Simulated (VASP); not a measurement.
Here is a VASP 6.6.1 calculation.

Contents of POSCAR:

```
Ca
1.0
    0.0000000000      2.7447912865      2.7447912865
    2.7447912865      0.0000000000      2.7447912865
    2.7447912865      2.7447912865      0.0000000000
Ca
1
Direct
    0.0000000000      0.0000000000      0.0000000000
```

The input INCAR.step1:

```
PREC = Accurate
ENCUT = 520
ISMEAR = -1
SIGMA = 0.1
LREAL = F
LASPH = T
NELM = 100
NBANDS = 11
GGA = PE
ALGO = Normal
EDIFF = 1E-4
LWAVE = T
LCHARG = F
```

The input INCAR.step2:

```
PREC = Accurate
ENCUT = 520
EDIFF = 1E-6
ISMEAR = -1
SIGMA = 0.1
LREAL = F
LASPH = T
NELM = 100
ALGO = Normal
ISIF = 2
LWAVE = F
LCHARG = T
METAGGA = R2SCAN
LMIXTAU = T
LELF = T
LVHAR = T
NBANDS = 11
ISTART = 1
```

Contents of KPOINTS:

```
Automatic mesh
0
Gamma
  11 11 11
```

Potentials or basis: VASP PAW PBE potentials, release 64 (Ca_sv).

Launch:

```console
$ cat potpaw_PBE.64/Ca_sv/POTCAR > POTCAR
$ cp INCAR.step1 INCAR
$ mpirun -np 1 vasp_std > vasp.out
$ cp INCAR.step2 INCAR
$ mpirun -np 1 vasp_std > vasp.out
```

Task: Estimate the pressure.

Result: 0.9 GPa.

Task: Estimate the band gap on the k mesh.

Result: Zero (bands 5 and 6 overlap by 0.38 eV).

Caveat: the PAW data sets were made with another functional, which shifts forces and pressure a little.
